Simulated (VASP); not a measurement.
# ZrC (Fm-3m) in VASP: single point with PBEsol

Aim: the single point of ZrC with PBEsol.

All numbers are computed with VASP 6.6.1; they aren't measurements. Logs are shortened: lines on timing, memory, paths and dates and some standing lists are left out, and cuts for length are marked.

## (1) The cell of the first run

The structure is cubic, space group Fm-3m (No. 225). The conventional cell has a = 4.669 Å, b = 4.669 Å, c = 4.669 Å, α = 90.00°, β = 90.00°, γ = 90.00°. Within 3.1 Å of Zr (site symmetry m-3m) lie 6 C at 2.33 Å. C (site symmetry m-3m) has 6 Zr at 2.33 Å within 3.1 Å.

## (2) Single point, PBEsol

INCAR

```
SYSTEM = ZrC
PREC = Accurate ; ENCUT = 520
EDIFF = 1E-6 ; ISMEAR = 0
SIGMA = 0.05 ; LREAL = .False.
LASPH = .True. ; NELM = 80
ALGO = Normal ; ISIF = 2
LWAVE = .False. ; LCHARG = .False.
GGA = PS ; NBANDS = 15
```

KPOINTS

```
regular mesh
0
Gamma
  12 12 12
  0 0 0
```

POSCAR

```
ZrC
1.0
    0.0000000000      2.3345844179      2.3345844179
    2.3345844179      0.0000000000      2.3345844179
    2.3345844179      2.3345844179      0.0000000000
Zr C
1 1
Direct
    0.5000000000      0.5000000000      0.5000000000
    0.0000000000      0.0000000000      0.0000000000
```

Potentials or basis: VASP PAW PBE potentials, release 64 (Zr_sv, C).

Started as:

```
cat potpaw_PBE.64/Zr_sv/POTCAR potpaw_PBE.64/C/POTCAR > POTCAR
mpirun -np 1 vasp_std > vasp.out
```

OUTCAR:

```text
SYSTEM = ZrC
   PREC = Accurate
   ENCUT = 520
   EDIFF = 1E-6
   ISMEAR = 0
   LREAL = .False.
   LASPH = .True.
   NELM = 80
   ISIF = 2
   GGA = PS

 ion  position               nearest neighbor table
   1  0.500  0.500  0.500-   2 2.33   2 2.33   2 2.33   2 2.33   2 2.33   2 2.33
   2  0.000  0.000  0.000-   1 2.33   1 2.33   1 2.33   1 2.33   1 2.33   1 2.33

  LATTYP: Found a face centered cubic cell.
 ALAT       =     4.6691688358

  Lattice vectors:

 A1 = (   0.0000000000,   2.3345844179,   2.3345844179)
 A2 = (   2.3345844179,   0.0000000000,   2.3345844179)
 A3 = (   2.3345844179,   2.3345844179,   0.0000000000)

Analysis of symmetry for initial positions (statically):
=====================================================================
 Subroutine PRICEL returns:
 Original cell was already a primitive cell.

 Routine SETGRP: Setting up the symmetry group for a
 face centered cubic supercell.

 Subroutine GETGRP returns: Found 48 space group operations
 (whereof 48 operations were pure point group operations)
 out of a pool of 48 trial point group operations.

The static configuration has the point symmetry O_h .

Analysis of symmetry for dynamics (positions and initial velocities):
=====================================================================
 Subroutine PRICEL returns:
 Original cell was already a primitive cell.

 Routine SETGRP: Setting up the symmetry group for a
 face centered cubic supercell.

 Subroutine GETGRP returns: Found 48 space group operations
 (whereof 48 operations were pure point group operations)
 out of a pool of 48 trial point group operations.

The dynamic configuration has the point symmetry O_h .

 Subroutine INISYM returns: Found 48 space group operations
 (whereof 48 operations are pure point group operations),
 and found     1 'primitive' translations

----------------------------------------------------------------------------------------

                                     Primitive cell

  volume of cell :      25.4483

  direct lattice vectors                    reciprocal lattice vectors
     0.000000000  2.334584418  2.334584418    -0.214170880  0.214170880  0.214170880
     2.334584418  0.000000000  2.334584418     0.214170880 -0.214170880  0.214170880
     2.334584418  2.334584418  0.000000000     0.214170880  0.214170880 -0.214170880

  length of vectors
     3.301600946  3.301600946  3.301600946     0.370954846  0.370954846  0.370954846

  position of ions in fractional coordinates (direct lattice)
     0.500000000  0.500000000  0.500000000
     0.000000000  0.000000000  0.000000000

  ion indices of the primitive-cell ions
   primitive index   ion index
                 1           1
                 2           2

----------------------------------------------------------------------------------------

 KPOINTS: regular mesh

Automatic generation of k-mesh.
 Grid dimensions read from file:
 generate k-points for:   12   12   12

 Generating k-lattice:

  Cartesian coordinates                     Fractional coordinates (reciprocal lattice)
    -0.017847573  0.017847573  0.017847573     0.083333333  0.000000000  0.000000000
     0.017847573 -0.017847573  0.017847573     0.000000000  0.083333333  0.000000000
     0.017847573  0.017847573 -0.017847573     0.000000000  0.000000000  0.083333333

  Length of vectors
     0.030912904  0.030912904  0.030912904

  Shift w.r.t. Gamma in fractional coordinates (k-lattice)
     0.000000000  0.000000000  0.000000000

 Subroutine IBZKPT returns following result:
 ===========================================

 Found     72 irreducible k-points:

 Following reciprocal coordinates:
            Coordinates               Weight
  0.000000  0.000000  0.000000      1.000000
  0.083333  0.000000  0.000000      8.000000
  0.166667  0.000000  0.000000      8.000000
  0.250000  0.000000  0.000000      8.000000
  0.333333  0.000000  0.000000      8.000000
  0.416667  0.000000  0.000000      8.000000
[... 16 lines left out ...]
  0.500000  0.166667  0.000000     24.000000
 -0.416667  0.166667  0.000000     24.000000
 [... further k-points ...]
   k-points           NKPTS =     72   k-points in BZ     NKDIM =     72   number of bands    NBANDS=     15
   number of dos      NEDOS =    301   number of ions     NIONS =      2
   total plane-waves  NPLWV =  21952
   dimension x,y,z NGX =    28 NGY =   28 NGZ =   28
   dimension x,y,z NGXF=    56 NGYF=   56 NGZF=   56
   ions per type =               1   1
   NGX,Y,Z   is equivalent  to a cutoff of  14.10, 14.10, 14.10 a.u.
   NGXF,Y,Z  is equivalent  to a cutoff of  28.20, 28.20, 28.20 a.u.
 SYSTEM =  ZrC
   PREC   = accura    normal or accurate (medium, high low for compatibility)
   ISTART =      0    job   : 0-new  1-cont  2-samecut
   ICHARG =      2    charge: 1-file 2-atom 10-const
   ISPIN  =      1    spin polarized calculation?
   LNONCOLLINEAR =      F non collinear calculations
   LSORBIT =      F    spin-orbit coupling
   LASPH  =      T    aspherical Exc in radial PAW
   ENCUT  =  520.0 eV  38.22 Ry    6.18 a.u.   6.14  6.14  6.14*2*pi/ulx,y,z
   NELM   =     80;   NELMIN=  2; NELMDL= -5     # of ELM steps
   EDIFF  = 0.1E-05   stopping-criterion for ELM
   LREAL  =      F    real-space projection
   EDIFFG = 0.1E-04   stopping-criterion for IOM
   NSW    =      0    number of steps for IOM
   IBRION =     -1    ionic relax: 0-MD 1-quasi-New 2-CG
   NFREE  =      0    steps in history (QN), initial steepest desc. (CG)
   ISIF   =      2    stress and relaxation
   ISYM   =      2    0-nonsym 1-usesym 2-fastsym
   POTIM  = 0.5000    time-step for ionic-motion
   TEBEG  =    0.0;   TEEND  =   0.0 temperature during run
   PSTRESS=    0.0 pullay stress
   NELECT =      16.0000    total number of electrons
   NUPDOWN=      -1.0000    fix difference up-down
   EMIN   =  10.00;   EMAX   =-10.00  energy-range for DOS
   EFERMI =   0.00;   METHOD = LEGACY
   ISMEAR =     0;   SIGMA  =   0.05  broadening in eV -4-tet -1-fermi 0-gaus
   EFERMI_NEDOS =   21; number of points for ismear=-14 and -15
   IALGO  =     38    algorithm
   IMIX   =      4    mixing-type and parameters
     AMIX     =   0.40;   BMIX     =  1.00
     AMIX_MAG =   1.60;   BMIX_MAG =  1.00
  volume/ion in A,a.u.               =      12.72        85.87
  Fermi-wavevector in a.u.,A,eV,Ry     =   1.402475  2.650294 26.761805  1.966937
  Thomas-Fermi vector in A             =   2.525233
   LORBIT       =      0    0 simple, 1 ext, 2 COOP (PROOUT), +10 PAW based schemes
   GGA     = PS    functional components
   LHFCALC =     F    Hartree Fock is set to
   AEXX    =    0.0000 exact exchange contribution
   IVDW    =     0    specifies the selected vdW correction
   LEPSILON=     F    determine dielectric tensor
   LRPA    =     F    only Hartree local field effects (RPA)
 non-spin polarized calculation
 Gauss-broadening in eV      SIGMA  =   0.05
  energy-cutoff  :      520.00
  volume of cell :       25.45
 maximum number of plane-waves:       701
 NGX is ok and might be reduce to    28
   NGX = 13   NGY = 13   NGZ = 13

 number of electron      16.0000000 magnetization

 Free energy of the ion-electron system (eV)
  ---------------------------------------------------
  ext. energy  EPLUGINS =         0.00000000
  ---------------------------------------------------
  free energy    TOTEN  =       -20.57163713 eV

  energy without entropy =      -20.57081366  energy(sigma->0) =      -20.57122540

 E-fermi :   9.7986     XC(G=0): -12.3789

 val. band max:        9.7928143677   @ k =   0.1667   0.1667   0.0000
 cond. band min:       9.8159045697   @ k =   0.5000   0.5000   0.0000
 fundamental gap:      0.0230902020
 Fermi energy:         9.7986413772

 k-point     1 :       0.0000    0.0000    0.0000
  band No.  band energies     occupation
      1     -38.1737      2.00000
      2     -15.9009      2.00000
      3     -15.9009      2.00000
      4     -15.9009      2.00000
      5      -1.6265      2.00000
      6      10.6817      0.00000
      7      10.6817      0.00000
      8      10.6817      0.00000
      9      10.7872      0.00000
     10      10.7872      0.00000
     11      10.7872      0.00000
     12      12.5872      0.00000
     13      12.5872      0.00000
     14      17.2484      0.00000
     15      20.1440      0.00000

 k-point     2 :       0.0833    0.0000    0.0000
  band No.  band energies     occupation
      1     -38.1662      2.00000
      2     -15.9687      2.00000
      3     -15.9067      2.00000
      4     -15.9067      2.00000
      5      -1.4616      2.00000
      6       9.5920      2.00000
      7       9.8533      0.12235
      8       9.8533      0.12235
      9      11.0992      0.00000
     10      11.0992      0.00000
     11      11.5219      0.00000
     12      13.4411      0.00000
     13      13.4411      0.00000
     14      17.5822      0.00000
     15      20.5904      0.00000

 k-point     3 :       0.1667    0.0000    0.0000
  band No.  band energies     occupation
      1     -38.1456      2.00000
      2     -16.1496      2.00000
      3     -15.9225      2.00000
      4     -15.9225      2.00000
      5      -0.9972      2.00000
      6       8.2644      2.00000
      7       8.8042      2.00000
      8       8.8042      2.00000
      9      11.5834      0.00000
     10      11.5834      0.00000
     11      12.0312      0.00000
     12      14.9865      0.00000
     13      14.9865      0.00000
     14      18.3553      0.00000
     15      21.7320      0.00000

 k-point     4 :       0.2500    0.0000    0.0000
  band No.  band energies     occupation
      1     -38.1174      2.00000
      2     -16.3872      2.00000
      3     -15.9440      2.00000
      4     -15.9440      2.00000
      5      -0.3128      2.00000
      6       6.9347      2.00000
      7       7.9138      2.00000
      8       7.9138      2.00000
      9      12.3097      0.00000
     10      12.3097      0.00000
     11      12.5365      0.00000
     12      16.6666      0.00000
     13      16.6666      0.00000
     14      18.9806      0.00000
     15      22.9509      0.00000
[... 307 lines left out ...]
 k-point    22 :       0.4167    0.1667    0.0000
  band No.  band energies     occupation
      1     -38.0658      2.00000
      2     -16.6327      2.00000
      3     -16.0801      2.00000
      4     -16.0504      2.00000
      5       0.5495      2.00000
      6       5.5953      2.00000
      7       7.2298      2.00000
      8       7.7535      2.00000
      9      11.5004      0.00000
     10      14.4410      0.00000
     11      14.9156      0.00000
     12      17.0783      0.00000
     13      17.9970      0.00000
     14      20.4442      0.00000
     15      23.6145      0.00000

 k-point    23 :       0.5000    0.1667    0.0000
  band No.  band energies     occupation
      1     -38.0511      2.00000
      2     -16.7298      2.00000
      3     -16.1251      2.00000
      4     -16.0435      2.00000
      5       0.9631      2.00000
      6       5.1512      2.00000
      7       7.0266      2.00000
      8       7.2813      2.00000
      9      12.4700      0.00000
     10      14.5701      0.00000
     11      15.1086      0.00000
     12      17.8650      0.00000
     13      18.4783      0.00000
     14      20.1709      0.00000
     15      23.3388      0.00000

 k-point    24 :      -0.4167    0.1667    0.0000
  band No.  band energies     occupation
      1     -38.0492      2.00000
      2     -16.7395      2.00000
      3     -16.1570      2.00000
      4     -16.0207      2.00000
      5       1.1152      2.00000
      6       4.9659      2.00000
      7       7.0213      2.00000
      8       7.0875      2.00000
      9      13.4773      0.00000
     10      14.0667      0.00000
     11      14.6604      0.00000
     12      17.8927      0.00000
     13      19.2908      0.00000
     14      19.6987      0.00000
     15      23.2615      0.00000

 [... further k-points ...]
[... 5 lines left out ...]
  --------------------------------------------------------------------------------------
  -------------------------------------------------------------------------------------
  Total        0.0632533      0.0632533      0.0632533     -0.0000000      0.0000000     -0.0000000
  in kB        3.9823082      3.9823082      3.9823082     -0.0000000      0.0000000     -0.0000000
  external PRESSURE =       3.9823082 kB  Pullay stress =       0.0000000 kB

 VOLUME and BASIS-vectors are now :
 -----------------------------------------------------------------------------
  energy-cutoff  :      520.00
  volume of cell :       25.45
      direct lattice vectors                 reciprocal lattice vectors
     0.000000000  2.334584418  2.334584418    -0.214170880  0.214170880  0.214170880
     2.334584418  0.000000000  2.334584418     0.214170880 -0.214170880  0.214170880
     2.334584418  2.334584418  0.000000000     0.214170880  0.214170880 -0.214170880

 POSITION                                       TOTAL-FORCE (eV/Angst)
 -----------------------------------------------------------------------------------
      2.33458      2.33458      2.33458        -0.000000     -0.000000     -0.000000
      0.00000      0.00000      0.00000         0.000000      0.000000      0.000000
 -----------------------------------------------------------------------------------
    total drift:                                0.000000      0.000000      0.000000

  FREE ENERGIE OF THE ION-ELECTRON SYSTEM (eV)
  ---------------------------------------------------
  free  energy   TOTEN  =       -20.5716371279 eV

  energy  without entropy=      -20.5708136639  energy(sigma->0) =      -20.57122540
```

It took 17 s on 1 thread of AMD EPYC 9R45 (Zen 5), shared host; peak memory 0.14 GiB.

Results:

| Item | Value |
| --- | --- |
| Free energy | -20.5716 eV |
| Pressure | 0.4 GPa |
| Band gap on the k mesh | zero (band 8 reaches 10.68 eV, above the bottom of band 9 at 9.35 eV) |

Levels at points of the mesh, in eV from the Fermi level:
```csv
k point,band 6,band 7,band 8,band 9,band 10,band 11
"(0.00, 0.00, 0.00)",0.88,0.88,0.88,0.99,0.99,0.99
"(0.50, 0.00, 0.00)",-5.49,-3.08,-3.08,4.53,4.53,5.39
"(0.50, 0.50, 0.00)",-2.10,-1.96,0.02,0.02,4.50,5.75
```

Caveat: the PAW data sets were made with another functional, which shifts forces and pressure a little.
